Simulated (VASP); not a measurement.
Crystal: CdHgS2.

```
Cd Hg S
1.0
     4.02124    0.00000    0.00000
    -2.01062    3.48249    0.00000
     0.00000    0.00000    7.68013
Cd Hg S
1 1 2
Direct
  0.33333 0.66667 0.00000
  0.00000 0.00000 0.50000
  0.00000 0.00000 0.80334
  0.00000 0.00000 0.19666
```

| Quantity | Value |
| --- | --- |
| Program | VASP 6.6.1 |
| Task | relaxation of cell and atoms |
| Functional | PBE |
| Potentials or basis | VASP PAW PBE potentials, release 64 (Cd, Hg, S) |
| Cutoff | 600 eV |
| k mesh | 15 × 15 × 6 |
| Occupations | gaussian, width 0.1 eV |
| Spin | no spin polarisation |

At the start: pressure 0.4 GPa; volume 26.89 Å³/atom.

Problem. How do energy, volume and symmetry change on relaxing?

Solution. Over 7 steps the energy falls by 3.4 meV/atom and the volume is 27.23 Å³/atom (+1.3 %); space group P-6m2 (No. 187, to 0.05 Å).

Step by step:
| step | energy change (eV) | largest force (eV/Å) | pressure (GPa) | volume (Å³) |
| --- | --- | --- | --- | --- |
| 1 | 0.0000 | 0.3842 | 0.37 | 107.55 |
| 2 | -0.0092 | 0.0651 | -0.19 | 108.53 |
| 3 | -0.0093 | 0.0292 | -0.25 | 108.65 |
| 4 | -0.0129 | 0.0383 | 0.27 | 108.56 |
| 5 | -0.0133 | 0.0220 | 0.14 | 108.58 |
| 6 | -0.0133 | 0.0210 | 0.13 | 108.59 |
| 7 | -0.0135 | 0.0052 | 0.04 | 108.92 |

Final structure:
```
Cd Hg S
1.0
     4.05513    0.00000    0.00000
    -2.02757    3.51185    0.00000
     0.00000    0.00000    7.64860
Cd Hg S
1 1 2
Cartesian
  0.0000 2.3412 0.0000
  0.0000 0.0000 3.8243
  0.0000 0.0000 6.1740
  0.0000 0.0000 1.4746
```
